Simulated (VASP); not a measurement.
# AlN (P6_3mc) in VASP: notebook, part 2 of 2

VASP 6.6.1. Earlier steps stand in the parts before.

### 3 Electric field gradients, PBEsol (zz strain of +3 %)

The input, INCAR:

```
ALGO = Normal
EDIFF = 1E-8
ENCUT = 520
GGA = PS
ISIF = 2
ISMEAR = -1
LASPH = True
LCHARG = False
LEFG = True
LREAL = False
LWAVE = False
NBANDS = 16
NELM = 100
PREC = Accurate
SIGMA = 0.02
```

The input, KPOINTS:

```
k-points
0
Gamma
  11 11 6
```

The input, POSCAR:

```
AlN
1.0
    3.1110021516      0.0000000000      0.0000000000
   -1.5555010758      2.6942068945      0.0000000000
    0.0000000000      0.0000000000      5.1273400000
Al N
2 2
Direct
    0.3333333333      0.6666666667      0.0000000000
    0.6666666667      0.3333333333      0.5000000000
    0.3333333333      0.6666666667      0.3850000000
    0.6666666667      0.3333333333      0.8850000000
```

Potentials or basis: VASP PAW PBE potentials, release 64 (Al, N).

The run is started by

```bash
cat potpaw_PBE.64/Al/POTCAR potpaw_PBE.64/N/POTCAR > POTCAR
mpirun -np 1 vasp_std > vasp.out
```

OUTCAR:

```text
EDIFF = 1E-8
   ENCUT = 520
   GGA = PS
   ISIF = 2
   ISMEAR = -1
   LASPH = True
   LREAL = False
   NELM = 100
   PREC = Accurate

 ion  position               nearest neighbor table
   1  0.333  0.667  0.000-   4 1.89   4 1.89   4 1.89   3 1.97   2 3.13   2 3.13   2 3.13   2 3.13
                             2 3.13   2 3.13
   2  0.667  0.333  0.500-   3 1.89   3 1.89   3 1.89   4 1.97   1 3.13   1 3.13   1 3.13   1 3.13
                             1 3.13   1 3.13
   3  0.333  0.667  0.385-   2 1.89   2 1.89   2 1.89   1 1.97
   4  0.667  0.333  0.885-   1 1.89   1 1.89   1 1.89   2 1.97

  LATTYP: Found a hexagonal cell.
 ALAT       =     3.1110021516
 C/A-ratio  =     1.6481312934

  Lattice vectors:

 A1 = (   3.1110021516,   0.0000000000,   0.0000000000)
 A2 = (  -1.5555010758,   2.6942068945,   0.0000000000)
 A3 = (   0.0000000000,   0.0000000000,   5.1273400000)

Analysis of symmetry for initial positions (statically):
=====================================================================
 Subroutine PRICEL returns:
 Original cell was already a primitive cell.

 Routine SETGRP: Setting up the symmetry group for a
 hexagonal supercell.

 Subroutine GETGRP returns: Found 12 space group operations
 (whereof  6 operations were pure point group operations)
 out of a pool of 24 trial point group operations.

The static configuration has the point symmetry C_3v.
 The point group associated with its full space group is C_6v.

Analysis of symmetry for dynamics (positions and initial velocities):
=====================================================================
 Subroutine PRICEL returns:
 Original cell was already a primitive cell.

 Routine SETGRP: Setting up the symmetry group for a
 hexagonal supercell.

 Subroutine GETGRP returns: Found 12 space group operations
 (whereof  6 operations were pure point group operations)
 out of a pool of 24 trial point group operations.

The dynamic configuration has the point symmetry C_3v.
 The point group associated with its full space group is C_6v.

 Subroutine INISYM returns: Found 12 space group operations
 (whereof  6 operations are pure point group operations),
 and found     1 'primitive' translations

----------------------------------------------------------------------------------------

                                     Primitive cell

  volume of cell :      42.9757

  direct lattice vectors                    reciprocal lattice vectors
     3.111002152  0.000000000  0.000000000     0.321439829  0.185583372  0.000000000
    -1.555501076  2.694206895  0.000000000     0.000000000  0.371166744  0.000000000
     0.000000000  0.000000000  5.127340000     0.000000000  0.000000000  0.195032902

  length of vectors
     3.111002152  3.111002152  5.127340000     0.371166744  0.371166744  0.195032902

  position of ions in fractional coordinates (direct lattice)
     0.333333333  0.666666667  0.000000000
     0.666666667  0.333333333  0.500000000
     0.333333333  0.666666667  0.385000000
     0.666666667  0.333333333  0.885000000
[... 90 lines left out ...]
   NELECT =      16.0000    total number of electrons
   NUPDOWN=      -1.0000    fix difference up-down
   EMIN   =  10.00;   EMAX   =-10.00  energy-range for DOS
   EFERMI =   0.00;   METHOD = LEGACY
   ISMEAR =    -1;   SIGMA  =   0.02  broadening in eV -4-tet -1-fermi 0-gaus
   EFERMI_NEDOS =   21; number of points for ismear=-14 and -15
   IALGO  =     38    algorithm
   IMIX   =      4    mixing-type and parameters
     AMIX     =   0.40;   BMIX     =  1.00
     AMIX_MAG =   1.60;   BMIX_MAG =  1.00
  volume/ion in A,a.u.               =      10.74        72.50
  Fermi-wavevector in a.u.,A,eV,Ry     =   1.177715  2.225559 18.871466  1.387014
  Thomas-Fermi vector in A             =   2.314057
   LORBIT       =      0    0 simple, 1 ext, 2 COOP (PROOUT), +10 PAW based schemes
   GGA     = PS    functional components
   LHFCALC =     F    Hartree Fock is set to
   AEXX    =    0.0000 exact exchange contribution
   IVDW    =     0    specifies the selected vdW correction
   LEPSILON=     F    determine dielectric tensor
   LRPA    =     F    only Hartree local field effects (RPA)
 non-spin polarized calculation
  energy-cutoff  :      520.00
  volume of cell :       42.98
 maximum number of plane-waves:      1184
 NGX is ok and might be reduce to    24
   NGX = 11   NGY = 11   NGZ = 19

 number of electron      15.9999997 magnetization

 Free energy of the ion-electron system (eV)
  ---------------------------------------------------
  ext. energy  EPLUGINS =         0.00000000
  ---------------------------------------------------
  free energy    TOTEN  =       -31.25742811 eV

  energy without entropy =      -31.25742811  energy(sigma->0) =      -31.25742811

 E-fermi :   6.1391     XC(G=0): -10.9833

 val. band max:        5.7431327731   @ k =   0.0000   0.0000   0.0000
 cond. band min:       9.6358292332   @ k =   0.0000   0.0000   0.0000
 fundamental gap:      3.8926964601
 Fermi energy:         6.1390835170

 k-point     1 :       0.0000    0.0000    0.0000
  band No.  band energies     occupation
      1      -9.2079      2.00000
      2      -7.2386      2.00000
      3      -0.1879      2.00000
      4       5.0166      2.00000
      5       5.0166      2.00000
      6       5.5855      2.00000
[... 433 lines left out ...]
      3       0.8629      2.00000
      4       2.7922      2.00000
      5       3.1720      2.00000
      6       4.3526      2.00000
[... 8 lines left out ...]
     15      17.8481      0.00000
     16      19.0220      0.00000

 [... further k-points ...]
[... 5 lines left out ...]
  --------------------------------------------------------------------------------------
  -------------------------------------------------------------------------------------
  Total       -0.1756441     -0.1756441     -3.2912808      0.0000000     -0.0000000      0.0000000
  in kB       -6.5481837     -6.5481837   -122.7021417      0.0000000     -0.0000000      0.0000000
  external PRESSURE =     -45.2661697 kB  Pullay stress =       0.0000000 kB

 VOLUME and BASIS-vectors are now :
 -----------------------------------------------------------------------------
  energy-cutoff  :      520.00
  volume of cell :       42.98
      direct lattice vectors                 reciprocal lattice vectors
     3.111002152  0.000000000  0.000000000     0.321439829  0.185583372  0.000000000
    -1.555501076  2.694206895  0.000000000     0.000000000  0.371166744  0.000000000
     0.000000000  0.000000000  5.127340000     0.000000000  0.000000000  0.195032902

 POSITION                                       TOTAL-FORCE (eV/Angst)
 -----------------------------------------------------------------------------------
     -0.00000      1.79614      0.00000         0.000000     -0.000000      0.422892
      1.55550      0.89807      2.56367        -0.000000      0.000000      0.422892
     -0.00000      1.79614      1.97403        -0.000000      0.000000     -0.422892
      1.55550      0.89807      4.53770        -0.000000      0.000000     -0.422892
 -----------------------------------------------------------------------------------
    total drift:                               -0.000000      0.000000     -0.000286

  FREE ENERGIE OF THE ION-ELECTRON SYSTEM (eV)
  ---------------------------------------------------
  free  energy   TOTEN  =       -31.2574281072 eV

  energy  without entropy=      -31.2574281072  energy(sigma->0) =      -31.25742811

 Electric field gradients (V/A^2)
---------------------------------------------------------------------
 ion       V_xx      V_yy      V_zz      V_xy      V_xz      V_yz
---------------------------------------------------------------------
   1      -7.370    -7.370    14.740     0.000     0.000    -0.000
   2      -7.370    -7.370    14.740     0.000    -0.000     0.000
   3      -3.133    -3.133     6.266    -0.000     0.000    -0.000
   4      -3.133    -3.133     6.266    -0.000    -0.000     0.000
---------------------------------------------------------------------

 Electric field gradients after diagonalization (V/A^2)
 (convention: |V_zz| > |V_xx| > |V_yy|)
----------------------------------------------------------------------
 ion       V_xx      V_yy      V_zz     asymmetry (V_yy - V_xx)/ V_zz
----------------------------------------------------------------------
   1      -7.370    -7.370    14.740       0.000
   2      -7.370    -7.370    14.740       0.000
   3      -3.133    -3.133     6.266       0.000
   4      -3.133    -3.133     6.266       0.000
----------------------------------------------------------------------

           NMR quadrupolar parameters

 Cq : quadrupolar parameter    Cq=e*Q*V_zz/h
 eta: asymmetry parameters     (V_yy - V_xx)/ V_zz
 Q  : nuclear electric quadrupole moment in mb (millibarn)
----------------------------------------------------------------------
 ion       Cq(MHz)       eta       Q (mb)
----------------------------------------------------------------------
   1       0.036       0.000       1.000
   2       0.036       0.000       1.000
   3       0.015       0.000       1.000
   4       0.015       0.000       1.000
----------------------------------------------------------------------
```

OSZICAR:

```text
N       E                     dE             d eps       ncg     rms          rms(c)
DAV:   1     0.400328701284E+02    0.40033E+02   -0.72755E+03  2048   0.894E+02
DAV:   2    -0.319826197582E+02   -0.72015E+02   -0.66143E+02  2880   0.184E+02
DAV:   3    -0.356047109003E+02   -0.36221E+01   -0.36129E+01  2472   0.433E+01
DAV:   4    -0.356275183796E+02   -0.22807E-01   -0.22806E-01  2640   0.384E+00
DAV:   5    -0.356278219644E+02   -0.30358E-03   -0.30358E-03  2520   0.449E-01    0.116E+01
DAV:   6    -0.313065369022E+02    0.43213E+01   -0.96881E+00  2456   0.222E+01    0.413E+00
DAV:   7    -0.312953402879E+02    0.11197E-01   -0.59130E-01  2200   0.532E+00    0.286E+00
DAV:   8    -0.312619741781E+02    0.33366E-01   -0.74663E-02  2352   0.231E+00    0.607E-01
DAV:   9    -0.312571332901E+02    0.48409E-02   -0.12556E-02  2672   0.828E-01    0.254E-01
DAV:  10    -0.312575094003E+02   -0.37611E-03   -0.15075E-03  2280   0.249E-01    0.158E-01
DAV:  11    -0.312574288036E+02    0.80597E-04   -0.13655E-04  2504   0.860E-02    0.307E-02
DAV:  12    -0.312574287065E+02    0.97078E-07   -0.54959E-06  2352   0.201E-02    0.811E-03
DAV:  13    -0.312574281054E+02    0.60113E-06   -0.17422E-06  2640   0.991E-03    0.162E-03
DAV:  14    -0.312574281072E+02   -0.18373E-08   -0.72275E-08  2320   0.216E-03
   1 F= -.31257428E+02 E0= -.31257428E+02  d E =-.576448E-11
```

stdout:

```text
POSCAR found type information on POSCAR AlN
 POSCAR found :  2 types and       4 ions
 scaLAPACK will be used
 -----------------------------------------------------------------------------
|                                                                             |
|                                                                             |
|     You enforced a specific xc type in the INCAR file but a different       |
|     I HOPE YOU KNOW WHAT YOU ARE DOING!                                     |
|                                                                             |
 -----------------------------------------------------------------------------

 LDA part: xc-table for (Slater+PW92), standard interpolation
 POSCAR, INCAR and KPOINTS ok, starting setup
 FFT: planning ... GRIDC
 FFT: planning ... GRID_SOFT
 FFT: planning ... GRID
 WAVECAR not read
 entering main loop
ion   1

ion   2

ion   3

ion   4
```

Wall time 65 s (1 thread of Intel Xeon 8259CL, shared host); peak memory 0.17 GiB.

Results:

```yaml
Free_energy: -31.2574 eV
Pressure: -4.5 GPa
Largest_force: 0.423 eV/Å
Band_gap_on_the_k_mesh: 3.89 eV, direct
```

Forces in eV/Å, atoms in the order of the input:
```
Al   0.000  0.000  0.423
Al   0.000  0.000  0.423
N    0.000  0.000 -0.423
N    0.000  0.000 -0.423
```

Stress tensor (GPa, compression positive):
```
 -0.65   0.00   0.00
  0.00  -0.65   0.00
  0.00   0.00 -12.27
```

Electric field gradients, principal values (V/Å²):
```
atom   least  middle  greatest (by size)
1 Al  -7.370  -7.370              14.740
2 Al  -7.370  -7.370              14.740
 3 N  -3.133  -3.133               6.266
 4 N  -3.133  -3.133               6.266
```

Caveat: the cell differs from its parent crystal (zz strain of +3 %); without QUAD_EFG the Cq values of the log hold for a quadrupole moment of 1 mb, not for the nuclei; the PAW data sets were made with another functional, which shifts forces and pressure a little. A k mesh can miss the band edges.
